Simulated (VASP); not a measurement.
A run of VASP 6.6.1 is set up as follows.

The input INCAR:

```
SYSTEM = TiC
PREC = Accurate
ENCUT = 520
EDIFF = 1E-6
ISMEAR = 0
SIGMA = 0.1
LREAL = .False.
LASPH = .True.
NELM = 80
ALGO = Normal
ISIF = 2
LWAVE = .False.
LCHARG = .False.
GGA = PS
NBANDS = 15
```

Contents of KPOINTS:

```
Automatic mesh
0
Gamma
  16 16 16
  0 0 0
```

Contents of POSCAR:

```
TiC
1.0
    0.0000000000      2.1593000000      2.1593000000
    2.1593000000      0.0000000000      2.1593000000
    2.1593000000      2.1593000000      0.0000000000
Ti C
1 1
Direct
    0.0000000000      0.0000000000      0.0000000000
    0.5000000000      0.5000000000      0.5000000000
```

Potentials or basis: VASP PAW PBE potentials, release 64 (Ti_sv, C).

Launch:

```sh
$ cat potpaw_PBE.64/Ti_sv/POTCAR potpaw_PBE.64/C/POTCAR > POTCAR
$ mpirun -np 1 vasp_std > vasp.out
```

Question: Estimate the band gap on the k mesh.

Answer: Zero (bands 8 and 9 overlap by 1.08 eV).

Question: What does it give for the pressure?

Answer: -4.3 GPa.

Caveat: the cell stands under tension; the PAW data sets were made with another functional, which shifts forces and pressure a little.
